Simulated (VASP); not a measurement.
Set up this calculation in VASP 6.6.1, as the native input.

```yaml
Task: single point
Functional: PBEsol
Potentials_or_basis: VASP PAW PBE potentials, release 64 (Cu, O)
Cutoff: 520 eV
k_mesh: 6 × 6 × 6
Occupations: gaussian, width 0.1 eV
Spin: collinear spin, ferromagnetic start
Starting_moments: "[1.0, 0.0, 0.0] μB"
Dipole_correction: no
Further_INCAR_settings: ALGO = Normal; EDIFF = 1e-07; NBANDS = 22
```

The structure of CuO2 lies in POSCAR:

```
CuO2
1.0
    0.0000000000      2.4618215478      2.4618215478
    2.4618215478      0.0000000000      2.4618215478
    2.4618215478      2.4618215478      0.0000000000
Cu O
1 2
Direct
    0.0000000000      0.0000000000      0.0000000000
    0.2500000000      0.2500000000      0.2500000000
    0.7500000000      0.7500000000      0.7500000000
```

These files were run (other wordings do the same):

INCAR

```
PREC     = Accurate       # precision mode
ENCUT    = 520            # plane-wave cutoff, eV
EDIFF    = 1E-7           # SCF threshold, eV
ISMEAR   = 0              # smearing method
SIGMA    = 0.1            # smearing width, eV
LREAL    = False          # projectors in reciprocal space
LASPH    = True           # aspherical terms in the spheres
NELM     = 150            # most SCF steps
ALGO     = Normal         # electronic algorithm
ISIF     = 2              # what is computed and relaxed
LWAVE    = False          # write WAVECAR
LCHARG   = True           # write CHGCAR
ISPIN    = 2              # spin polarisation
MAGMOM   = 1 0 0          # initial moments
LORBIT   = 11             # projections on sites
LMAXMIX  = 4              # l up to which the mixer works
GGA      = PS             # functional
LELF     = True           # ELF
LVHAR    = True         
NBANDS   = 22             # bands
```

KPOINTS

```
regular mesh
0
Gamma
  6 6 6
```

Potentials or basis: VASP PAW PBE potentials, release 64 (Cu, O).

Command:

```console
$ cat potpaw_PBE.64/Cu/POTCAR potpaw_PBE.64/O/POTCAR > POTCAR
$ mpirun -np 1 vasp_std > vasp.out
```

It gave:

```json
{
  "Pressure": "-13.9 GPa",
  "Net moment": "2.13 μB per cell",
  "Site moments": "Cu +0.59; O +0.68 μB",
  "Valence electrons inside the program's atomic spheres": "Cu 9.66; O 4.78"
}
```

Caveat: the k points lie up to 0.37 Å⁻¹ apart; the PAW data sets were made with another functional, which shifts forces and pressure a little; a cell with one magnetic atom can't hold antiferromagnetic order, which such compounds often take.

It took 20 s on 1 thread of Intel(R) Xeon(R) 6975P-C (Granite Rapids), with other jobs on the host, peak memory 0.16 GiB.
